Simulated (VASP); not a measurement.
A run of VASP 6.6.1:

The input INCAR:

```
SYSTEM = NaF
PREC = Accurate
ENCUT = 600
EDIFF = 1E-6
ISMEAR = 0
SIGMA = 0.02
LREAL = .FALSE.
LASPH = .TRUE.
NELM = 120
ALGO = Normal
ISIF = 2
LWAVE = .FALSE.
LCHARG = .TRUE.
GGA = PE
LELF = .TRUE.
LVHAR = .TRUE.
NBANDS = 14
GGA_COMPAT = .FALSE.
```

KPOINTS

```
Automatic mesh
0
G
  8 8 8
  0 0 0
```

The input POSCAR:

```
NaF
1.0
    0.0000000000      2.3505459838      2.3505459838
    2.3505459838      0.0000000000      2.3505459838
    2.3505459838      2.3505459838      0.0000000000
Na F
1 1
Direct
    0.0000000000      0.0000000000      0.0000000000
    0.5000000000      0.5000000000      0.5000000000
```

Potentials or basis: VASP PAW PBE potentials, release 64 (Na_pv, F).

The run is started by

```console
$ cat potpaw_PBE.64/Na_pv/POTCAR potpaw_PBE.64/F/POTCAR > POTCAR
$ mpirun -np 1 vasp_std > vasp.out
```

Hardware: 1 thread of Intel Xeon 8259CL, on a shared host.

How long does it take, and how much memory?

Run time: 22 s on 1 thread of Intel Xeon 8259CL, on a shared host, peak memory 0.15 GiB. Counts: scf iterations 12, k points 29.
